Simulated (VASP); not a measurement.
Wanted: the native input for a VASP 6.6.1 run.

* Task: single point
* Functional: PBE
* Potentials or basis: VASP PAW PBE potentials, release 64 (In_d, Se)
* Cutoff: 520 eV
* k mesh: 7 × 7 × 7
* Occupations: fermi-dirac, width 0.01 eV
* Spin: no spin polarisation
* Dipole correction: no
* Further INCAR settings: ALGO = Normal; EDIFF = 1e-06; NBANDS = 27

The structure of InSe lies in POSCAR:

```
InSe
1.0
    1.9399996608      1.1200593264      8.3166700000
   -1.9399996608      1.1200593264      8.3166700000
    0.0000000000     -2.2401186528      8.3166700000
In Se
2 2
Direct
    0.0000000000      0.0000000000      0.0000000000
    0.1122000000      0.1122000000      0.1122000000
    0.6155000000      0.6155000000      0.6155000000
    0.8300000000      0.8300000000      0.8300000000
```

This cell differs from its parent crystal: equal xx and yy strain of -3 %.

These files were run (other wordings do the same):

INCAR

```
SYSTEM = InSe
PREC     = Accurate       ! precision mode
ENCUT    = 520            ! plane-wave cutoff, eV
EDIFF    = 1E-6           ! SCF threshold, eV
ISMEAR   = -1             ! smearing method
SIGMA    = 0.01           ! smearing width, eV
LREAL    = .FALSE.        ! projectors in reciprocal space
LASPH    = .TRUE.         ! aspherical terms in the spheres
NELM     = 100            ! most SCF steps
ALGO     = Normal         ! electronic algorithm
ISIF     = 2              ! what is computed and relaxed
LWAVE    = .FALSE.        ! write WAVECAR
LCHARG   = .FALSE.        ! write CHGCAR
GGA      = PE             ! functional
NBANDS   = 27             ! bands
```

KPOINTS

```
Automatic mesh
0
G
  7 7 7
  0 0 0
```

Potentials or basis: VASP PAW PBE potentials, release 64 (In_d, Se).

Launch:

```bash
$ cat potpaw_PBE.64/In_d/POTCAR potpaw_PBE.64/Se/POTCAR > POTCAR
$ mpirun -np 1 vasp_std > vasp.out
```

Results of the run:

```json
{
  "Pressure": "7.1 GPa",
  "Largest force": "0.811 eV/Å",
  "Band gap on the k mesh": "1.02 eV (least direct gap 1.03 eV)"
}
```

Caveat: the cell differs from its parent crystal (equal xx and yy strain of -3 %); the cell stands under pressure; spin-orbit coupling is left out, which moves the levels of the heavy elements; an odd mesh through Γ misses points on the zone boundary, where band edges can lie.

Run time: 6.1 min on 1 thread of Intel(R) Xeon(R) Platinum 8559C (Emerald Rapids), on a shared host, peak memory 0.57 GiB.
